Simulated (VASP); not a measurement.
# Al3Cu (Pm-3m) in VASP: further runs

Runs on Al3Cu. Level: r2SCAN. Tasks: single point.

Everything below comes from runs of VASP 6.6.1. Logs are shortened: lines on timing, memory, paths and dates and some standing lists are left out, and cuts for length are marked.

## 1. The cell of the first run

The structure is cubic, space group Pm-3m (No. 221). Conventional cell: a = 3.965 Å, b = 3.965 Å, c = 3.965 Å, α = 90.00°, β = 90.00°, γ = 90.00°. Within 3.7 Å of Al (site symmetry 4/mmm) lie 8 Al at 2.80 Å and 4 Cu at 2.80 Å. Within 3.7 Å of Cu (site symmetry m-3m) lie 12 Al at 2.80 Å.

## 2. Single point, r2SCAN (15.59 Å³/atom)

Input file POSCAR:

```
Al3Cu
1.0
    3.9653973092      0.0000000000      0.0000000000
    0.0000000000      3.9653973092      0.0000000000
    0.0000000000      0.0000000000      3.9653973092
Al Cu
3 1
Direct
    0.0000000000      0.5000000000      0.5000000000
    0.5000000000      0.0000000000      0.5000000000
    0.5000000000      0.5000000000      0.0000000000
    0.0000000000      0.0000000000      0.0000000000
```

Input file INCAR.step1:

```
ALGO     = Normal         # electronic algorithm
EDIFF    = 1E-4           # SCF threshold, eV
ENCUT    = 520            # plane-wave cutoff, eV
GGA      = PE             # functional
ISMEAR   = 0              # smearing method
LASPH    = True           # aspherical terms in the spheres
LCHARG   = False          # write CHGCAR
LREAL    = False          # projectors in reciprocal space
LWAVE    = True           # write WAVECAR
NBANDS   = 18             # bands
NELM     = 80             # most SCF steps
PREC     = Accurate       # precision mode
SIGMA    = 0.1            # smearing width, eV
```

Input file INCAR.step2:

```
ALGO     = Normal         # electronic algorithm
EDIFF    = 1E-6           # SCF threshold, eV
ENCUT    = 520            # plane-wave cutoff, eV
ISIF     = 2              # what is computed and relaxed
ISMEAR   = 0              # smearing method
ISTART   = 1            
LASPH    = True           # aspherical terms in the spheres
LCHARG   = False          # write CHGCAR
LMIXTAU  = True         
LREAL    = False          # projectors in reciprocal space
LWAVE    = False          # write WAVECAR
METAGGA  = R2SCAN         # meta-GGA
NBANDS   = 18             # bands
NELM     = 80             # most SCF steps
PREC     = Accurate       # precision mode
SIGMA    = 0.1            # smearing width, eV
```

Input file KPOINTS:

```
k-points
0
Gamma
  12 12 12
```

Potentials or basis: VASP PAW PBE potentials, release 64 (Al, Cu).

The run is started by

```sh
$ cat potpaw_PBE.64/Al/POTCAR potpaw_PBE.64/Cu/POTCAR > POTCAR
$ cp INCAR.step1 INCAR
$ mpirun -np 1 vasp_std > vasp.out
$ cp INCAR.step2 INCAR
$ mpirun -np 1 vasp_std > vasp.out
```

OUTCAR:

```text
EDIFF = 1E-6
   ENCUT = 520
   ISIF = 2
   ISMEAR = 0
   ISTART = 1
   LASPH = True
   LREAL = False
   METAGGA = R2SCAN
   NELM = 80
   PREC = Accurate

 ion  position               nearest neighbor table
   1  0.000  0.500  0.500-   2 2.80   3 2.80   4 2.80   3 2.80   4 2.80   2 2.80   4 2.80   4 2.80
                             2 2.80   3 2.80   3 2.80   2 2.80
   2  0.500  0.000  0.500-   1 2.80   3 2.80   4 2.80   3 2.80   4 2.80   1 2.80   3 2.80   3 2.80
                             1 2.80   4 2.80   4 2.80   1 2.80
   3  0.500  0.500  0.000-   1 2.80   2 2.80   4 2.80   1 2.80   2 2.80   2 2.80   4 2.80   2 2.80
                             1 2.80   4 2.80   1 2.80   4 2.80
   4  0.000  0.000  0.000-   1 2.80   2 2.80   3 2.80   1 2.80   2 2.80   1 2.80   3 2.80   1 2.80
                             2 2.80   3 2.80   2 2.80   3 2.80

  LATTYP: Found a simple cubic cell.
 ALAT       =     3.9653973092

  Lattice vectors:

 A1 = (   3.9653973092,   0.0000000000,   0.0000000000)
 A2 = (   0.0000000000,   3.9653973092,   0.0000000000)
 A3 = (   0.0000000000,   0.0000000000,   3.9653973092)

Analysis of symmetry for initial positions (statically):
=====================================================================
 Subroutine PRICEL returns:
 Original cell was already a primitive cell.

 Routine SETGRP: Setting up the symmetry group for a
 simple cubic supercell.

 Subroutine GETGRP returns: Found 48 space group operations
 (whereof 48 operations were pure point group operations)
 out of a pool of 48 trial point group operations.

The static configuration has the point symmetry O_h .

Analysis of symmetry for dynamics (positions and initial velocities):
=====================================================================
 Subroutine PRICEL returns:
 Original cell was already a primitive cell.

 Routine SETGRP: Setting up the symmetry group for a
 simple cubic supercell.

 Subroutine GETGRP returns: Found 48 space group operations
 (whereof 48 operations were pure point group operations)
 out of a pool of 48 trial point group operations.

The dynamic configuration has the point symmetry O_h .

 Subroutine INISYM returns: Found 48 space group operations
 (whereof 48 operations are pure point group operations),
 and found     1 'primitive' translations

----------------------------------------------------------------------------------------

                                     Primitive cell

  volume of cell :      62.3534

  direct lattice vectors                    reciprocal lattice vectors
     3.965397309  0.000000000  0.000000000     0.252181540  0.000000000  0.000000000
     0.000000000  3.965397309  0.000000000     0.000000000  0.252181540  0.000000000
     0.000000000  0.000000000  3.965397309     0.000000000  0.000000000  0.252181540

  length of vectors
     3.965397309  3.965397309  3.965397309     0.252181540  0.252181540  0.252181540

  position of ions in fractional coordinates (direct lattice)
     0.000000000  0.500000000  0.500000000
     0.500000000  0.000000000  0.500000000
     0.500000000  0.500000000  0.000000000
     0.000000000  0.000000000  0.000000000

  ion indices of the primitive-cell ions
   primitive index   ion index
                 1           1
                 2           2
                 3           3
                 4           4

----------------------------------------------------------------------------------------

 KPOINTS: k-points

Automatic generation of k-mesh.
 Grid dimensions read from file:
 generate k-points for:   12   12   12

 Generating k-lattice:

  Cartesian coordinates                     Fractional coordinates (reciprocal lattice)
     0.021015128  0.000000000  0.000000000     0.083333333  0.000000000  0.000000000
     0.000000000  0.021015128  0.000000000     0.000000000  0.083333333  0.000000000
     0.000000000  0.000000000  0.021015128     0.000000000  0.000000000  0.083333333

  Length of vectors
     0.021015128  0.021015128  0.021015128

  Shift w.r.t. Gamma in fractional coordinates (k-lattice)
     0.000000000  0.000000000  0.000000000

 Subroutine IBZKPT returns following result:
 ===========================================

 Found     84 irreducible k-points:

 Following reciprocal coordinates:
            Coordinates               Weight
  0.000000  0.000000  0.000000      1.000000
  0.083333  0.000000  0.000000      6.000000
  0.166667  0.000000  0.000000      6.000000
  0.250000  0.000000  0.000000      6.000000
  0.333333  0.000000  0.000000      6.000000
  0.416667  0.000000  0.000000      6.000000
[... 16 lines left out ...]
  0.333333  0.333333  0.000000     12.000000
  0.416667  0.333333  0.000000     24.000000
 [... further k-points ...]
   k-points           NKPTS =     84   k-points in BZ     NKDIM =     84   number of bands    NBANDS=     18
   number of dos      NEDOS =    301   number of ions     NIONS =      4
   total plane-waves  NPLWV =  27000
   dimension x,y,z NGX =    30 NGY =   30 NGZ =   30
   dimension x,y,z NGXF=    60 NGYF=   60 NGZF=   60
   ions per type =               3   1
   NGX,Y,Z   is equivalent  to a cutoff of  12.58, 12.58, 12.58 a.u.
   NGXF,Y,Z  is equivalent  to a cutoff of  25.15, 25.15, 25.15 a.u.
 SYSTEM =  unknown system
   PREC   = accura    normal or accurate (medium, high low for compatibility)
   ISTART =      1    job   : 0-new  1-cont  2-samecut
   ICHARG =      0    charge: 1-file 2-atom 10-const
   ISPIN  =      1    spin polarized calculation?
   LNONCOLLINEAR =      F non collinear calculations
   LSORBIT =      F    spin-orbit coupling
   LASPH  =      T    aspherical Exc in radial PAW
   ENCUT  =  520.0 eV  38.22 Ry    6.18 a.u.   7.37  7.37  7.37*2*pi/ulx,y,z
   NELM   =     80;   NELMIN=  2; NELMDL=  0     # of ELM steps
   EDIFF  = 0.1E-05   stopping-criterion for ELM
   LREAL  =      F    real-space projection
   EDIFFG = 0.1E-04   stopping-criterion for IOM
   NSW    =      0    number of steps for IOM
   IBRION =     -1    ionic relax: 0-MD 1-quasi-New 2-CG
   NFREE  =      0    steps in history (QN), initial steepest desc. (CG)
   ISIF   =      2    stress and relaxation
   ISYM   =      2    0-nonsym 1-usesym 2-fastsym
   POTIM  = 0.5000    time-step for ionic-motion
   TEBEG  =    0.0;   TEEND  =   0.0 temperature during run
   PSTRESS=    0.0 pullay stress
   NELECT =      20.0000    total number of electrons
   NUPDOWN=      -1.0000    fix difference up-down
   EMIN   =  10.00;   EMAX   =-10.00  energy-range for DOS
   EFERMI =   0.00;   METHOD = LEGACY
   ISMEAR =     0;   SIGMA  =   0.10  broadening in eV -4-tet -1-fermi 0-gaus
   EFERMI_NEDOS =   21; number of points for ismear=-14 and -15
   IALGO  =     38    algorithm
   IMIX   =      4    mixing-type and parameters
     AMIX     =   0.40;   BMIX     =  1.00
     AMIX_MAG =   1.60;   BMIX_MAG =  1.00
  volume/ion in A,a.u.               =      15.59       105.20
  Fermi-wavevector in a.u.,A,eV,Ry     =   1.120637  2.117696 17.086554  1.255826
  Thomas-Fermi vector in A             =   2.257284
   LORBIT       =      0    0 simple, 1 ext, 2 COOP (PROOUT), +10 PAW based schemes
   METAGGA = R2SCAN    functional components
   LHFCALC =     F    Hartree Fock is set to
   AEXX    =    0.0000 exact exchange contribution
   IVDW    =     0    specifies the selected vdW correction
   LEPSILON=     F    determine dielectric tensor
   LRPA    =     F    only Hartree local field effects (RPA)
 non-spin polarized calculation
 Gauss-broadening in eV      SIGMA  =   0.10
  energy-cutoff  :      520.00
  volume of cell :       62.35
 maximum number of plane-waves:      1743
 NGX is ok and might be reduce to    30
   NGX = 15   NGY = 15   NGZ = 15

 number of electron      20.0000034 magnetization

 Free energy of the ion-electron system (eV)
  ---------------------------------------------------
  ext. energy  EPLUGINS =         0.00000000
  ---------------------------------------------------
  free energy    TOTEN  =       -31.10199987 eV

  energy without entropy =      -31.09719604  energy(sigma->0) =      -31.09959796

 E-fermi :   7.8630     XC(G=0): -11.4012

 val. band max:        7.8339272598   @ k =   0.3333   0.1667   0.0000
 cond. band min:       7.9003153864   @ k =   0.2500   0.2500   0.0833
 fundamental gap:      0.0663881266
 Fermi energy:         7.8630329313

 k-point     1 :       0.0000    0.0000    0.0000
  band No.  band energies     occupation
      1      -3.6810      2.00000
      2       3.5711      2.00000
      3       3.5711      2.00000
      4       4.2863      2.00000
      5       4.2863      2.00000
      6       4.2863      2.00000
[... 10 lines left out ...]
     17      15.0472      0.00000
     18      15.0472      0.00000

 k-point     2 :       0.0833    0.0000    0.0000
  band No.  band energies     occupation
      1      -3.6115      2.00000
      2       3.4150      2.00000
      3       3.5863      2.00000
      4       4.2381      2.00000
      5       4.2381      2.00000
      6       4.2885      2.00000
[... 10 lines left out ...]
     17      15.1032      0.00000
     18      15.1037      0.00000

 k-point     3 :       0.1667    0.0000    0.0000
  band No.  band energies     occupation
      1      -3.4036      2.00000
      2       2.7504      2.00000
      3       3.6281      2.00000
      4       4.1346      2.00000
      5       4.1346      2.00000
      6       4.2945      2.00000
[... 10 lines left out ...]
     17      15.2276      0.00000
     18      15.3103      0.00000

 k-point     4 :       0.2500    0.0000    0.0000
  band No.  band energies     occupation
      1      -3.0590      2.00000
      2       1.7284      2.00000
      3       3.6859      2.00000
      4       4.0294      2.00000
      5       4.0294      2.00000
      6       4.3028      2.00000
[... 10 lines left out ...]
     17      15.4296      0.00000
     18      15.6536      0.00000

 k-point     5 :       0.3333    0.0000    0.0000
  band No.  band energies     occupation
      1      -2.5820      2.00000
      2       0.6821      2.00000
      3       3.7445      2.00000
      4       3.9468      2.00000
      5       3.9468      2.00000
      6       4.3110      2.00000
[... 10 lines left out ...]
     17      15.6808      0.00000
     18      16.1241      0.00000

 k-point     6 :       0.4167    0.0000    0.0000
  band No.  band energies     occupation
      1      -1.9869      2.00000
      2      -0.2725      2.00000
      3       3.7879      2.00000
      4       3.8953      2.00000
      5       3.8953      2.00000
      6       4.3171      2.00000
[... 307 lines left out ...]
 k-point    21 :       0.4167    0.2500    0.0000
  band No.  band energies     occupation
      1      -1.3901      2.00000
      2       0.3145      2.00000
      3       2.9300      2.00000
      4       3.6946      2.00000
      5       3.9773      2.00000
      6       4.1703      2.00000
[... 10 lines left out ...]
     17      14.6839      0.00000
     18      15.2113      0.00000

 k-point    22 :       0.5000    0.2500    0.0000
  band No.  band energies     occupation
      1      -0.9026      2.00000
      2      -0.2894      2.00000
      3       3.1357      2.00000
      4       3.5826      2.00000
      5       3.9640      2.00000
      6       4.1748      2.00000
[... 10 lines left out ...]
     17      14.6836      0.00000
     18      14.8775      0.00000

 k-point    23 :       0.3333    0.3333    0.0000
  band No.  band energies     occupation
      1      -1.5096      2.00000
      2       1.5870      2.00000
      3       1.7108      2.00000
      4       3.6738      2.00000
      5       4.0307      2.00000
      6       4.1128      2.00000
[... 10 lines left out ...]
     17      14.8643      0.00000
     18      15.0475      0.00000

 k-point    24 :       0.4167    0.3333    0.0000
  band No.  band energies     occupation
      1      -0.9369      2.00000
      2       0.7560      2.00000
      3       2.1282      2.00000
      4       3.3711      2.00000
      5       4.0181      2.00000
      6       4.1067      2.00000
[... 10 lines left out ...]
     17      14.9989      0.00000
     18      15.3573      0.00000

 [... further k-points ...]

------------------------ aborting loop because EDIFF is reached ----------------------------------------

  FORCE on cell =-STRESS in cart. coord.  units (eV):
  Direction    XX          YY          ZZ          XY          YZ          ZX
  --------------------------------------------------------------------------------------
  -------------------------------------------------------------------------------------
  Total       -2.1621636     -2.1621636     -2.1621636      0.0000000      0.0000000     -0.0000000
  in kB      -55.5570291    -55.5570291    -55.5570291      0.0000000      0.0000000     -0.0000000
  external PRESSURE =     -55.5570291 kB  Pullay stress =       0.0000000 kB

 VOLUME and BASIS-vectors are now :
 -----------------------------------------------------------------------------
  energy-cutoff  :      520.00
  volume of cell :       62.35
      direct lattice vectors                 reciprocal lattice vectors
     3.965397309  0.000000000  0.000000000     0.252181540  0.000000000  0.000000000
     0.000000000  3.965397309  0.000000000     0.000000000  0.252181540  0.000000000
     0.000000000  0.000000000  3.965397309     0.000000000  0.000000000  0.252181540

 POSITION                                       TOTAL-FORCE (eV/Angst)
 -----------------------------------------------------------------------------------
      0.00000      1.98270      1.98270         0.000000      0.000000      0.000000
      1.98270      0.00000      1.98270         0.000000      0.000000      0.000000
      1.98270      1.98270      0.00000         0.000000      0.000000      0.000000
      0.00000      0.00000      0.00000         0.000000      0.000000      0.000000
 -----------------------------------------------------------------------------------
    total drift:                               -0.000000     -0.000000     -0.000000

  FREE ENERGIE OF THE ION-ELECTRON SYSTEM (eV)
  ---------------------------------------------------
  free  energy   TOTEN  =       -31.1019998714 eV

  energy  without entropy=      -31.0971960448  energy(sigma->0) =      -31.09959796
```

Run time: 2.8 min. Hardware: 1 thread of AMD EPYC 9R45 (Zen 5), shared host; peak memory 0.2 GiB.

What came out:

```yaml
Free_energy: -31.1020 eV
Pressure: -5.6 GPa
Band_gap_on_the_k_mesh: zero (bands 10 and 11 overlap by 4.24 eV)
```

Levels at points of the mesh, in eV from the Fermi level:
| k point | band 6 | band 7 | band 8 | band 9 | band 10 | band 11 | band 12 | band 13 | band 14 | band 15 |
| --- | --- | --- | --- | --- | --- | --- | --- | --- | --- | --- |
| (0.00, 0.00, 0.00) | -3.58 | -2.51 | -2.51 | -2.51 | -0.54 | 0.48 | 0.48 | 6.64 | 6.64 | 6.64 |
| (0.50, 0.00, 0.00) | -3.54 | -3.38 | 0.26 | 0.26 | 0.28 | 0.28 | 0.75 | 2.09 | 2.32 | 3.51 |
| (0.50, 0.50, 0.00) | -3.81 | -3.38 | -3.30 | -3.08 | 1.37 | 2.99 | 2.99 | 3.46 | 3.92 | 3.92 |
| (0.50, 0.50, 0.50) | -4.14 | -4.14 | -3.37 | -3.37 | -2.40 | -1.94 | -1.94 | -1.94 | 12.62 | 12.62 |

Caveat: the cell stands under tension; the PAW data sets were made with another functional, which shifts forces and pressure a little.

## 3. Single point, r2SCAN

This run uses another cell than the first one, of 14.71 Å³/atom.

Input file POSCAR:

```
Al3Cu
1.0
    3.8891206689      0.0000000000      0.0000000000
    0.0000000000      3.8891206689      0.0000000000
    0.0000000000      0.0000000000      3.8891206689
Al Cu
3 1
Direct
    0.0000000000      0.5000000000      0.5000000000
    0.5000000000      0.0000000000      0.5000000000
    0.5000000000      0.5000000000      0.0000000000
    0.0000000000      0.0000000000      0.0000000000
```

Input file INCAR.step1:

```
ALGO = Normal
EDIFF = 1E-4
ENCUT = 520
GGA = PE
ISMEAR = 0
LASPH = T
LCHARG = F
LREAL = F
LWAVE = T
NBANDS = 18
NELM = 100
PREC = Accurate
SIGMA = 0.15
```

Input file INCAR.step2:

```
ALGO = Normal
EDIFF = 1E-6
ENCUT = 520
ISIF = 2
ISMEAR = 0
ISTART = 1
LASPH = T
LCHARG = F
LMIXTAU = T
LREAL = F
LWAVE = F
METAGGA = R2SCAN
NBANDS = 18
NELM = 100
PREC = Accurate
SIGMA = 0.15
```

Input file KPOINTS:

```
k-points
0
Gamma
  14 14 14
```

Potentials or basis: VASP PAW PBE potentials, release 64 (Al, Cu).

The run is started by

```sh
$ cat potpaw_PBE.64/Al/POTCAR potpaw_PBE.64/Cu/POTCAR > POTCAR
$ cp INCAR.step1 INCAR
$ mpirun -np 1 vasp_std > vasp.out
$ cp INCAR.step2 INCAR
$ mpirun -np 1 vasp_std > vasp.out
```

Run time: 6.9 min. Hardware: 1 thread of Intel Xeon Platinum 8259CL at 2.50GHz (Skylake/Cascade Lake), shared host; peak memory 0.25 GiB.

It converged, with:

* Free energy: -31.1691 eV
* Pressure: -0.1 GPa
* Band gap on the k mesh: zero (bands 10 and 11 overlap by 3.89 eV)

Levels at points of the mesh, in eV from the Fermi level:
```tsv
k point	band 6	band 7	band 8	band 9	band 10	band 11	band 12	band 13	band 14	band 15
(0.00, 0.00, 0.00)	-3.78	-2.63	-2.63	-2.63	-0.65	0.64	0.64	6.97	6.97	6.97
(0.50, 0.00, 0.00)	-3.74	-3.56	0.21	0.21	0.31	0.31	0.63	2.38	2.49	3.86
(0.50, 0.50, 0.00)	-4.03	-3.56	-3.47	-3.24	1.38	3.13	3.13	3.47	4.10	4.10
(0.50, 0.50, 0.50)	-4.36	-4.36	-3.55	-3.55	-2.54	-1.93	-1.93	-1.93	12.93	12.93
```

Caveat: the PAW data sets were made with another functional, which shifts forces and pressure a little.
